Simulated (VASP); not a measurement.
A run of VASP 6.6.1 is set up as follows.

INCAR

```
SYSTEM = InTe3W
PREC     = Accurate       ! precision mode
ENCUT    = 500            ! plane-wave cutoff, eV
EDIFF    = 1E-7           ! SCF threshold, eV
ISMEAR   = 0              ! smearing method
SIGMA    = 0.1            ! smearing width, eV
LREAL    = .False.        ! projectors in reciprocal space
LASPH    = .True.         ! aspherical terms in the spheres
NELM     = 120            ! most SCF steps
ALGO     = Normal         ! electronic algorithm
ISIF     = 3              ! what is computed and relaxed
LWAVE    = .False.        ! write WAVECAR
LCHARG   = .False.        ! write CHGCAR
GGA      = PE             ! functional
IBRION   = 2              ! ionic algorithm
NSW      = 100            ! ionic steps
EDIFFG   = -0.01          ! ionic threshold
GGA_COMPAT= .False.      
NELMIN   = 4
```

File KPOINTS:

```
regular mesh
0
Gamma
  6 6 6
  0 0 0
```

The input POSCAR:

```
InTe3W
1.0
    3.6605121441      2.1133976718      3.2885342623
   -3.6605121441      2.1133976718      3.2885342623
    0.0000000000     -4.2267953436      3.2885342623
In Te W
1 3 1
Direct
    0.5000000000      0.5000000000      0.5000000000
    0.0817014373      0.5000000000      0.9182985627
    0.9182985627      0.0817014373      0.5000000000
    0.5000000000      0.9182985627      0.0817014373
    0.0000000000      0.0000000000      0.0000000000
```

Potentials or basis: VASP PAW PBE potentials, release 64 (In_d, Te, W_sv).

Launch:

```bash
$ cat potpaw_PBE.64/In_d/POTCAR potpaw_PBE.64/Te/POTCAR potpaw_PBE.64/W_sv/POTCAR > POTCAR
$ mpirun -np 1 vasp_std > vasp.out
```

(1) What does it give for the relaxed cell?

(2) Predict the space group after relaxing (to 0.05 Å).

Results:

(1) a = 5.348 Å, b = 5.348 Å, c = 5.348 Å, α = 84.93°, β = 84.93°, γ = 84.93°.

(2) R32 (No. 155).
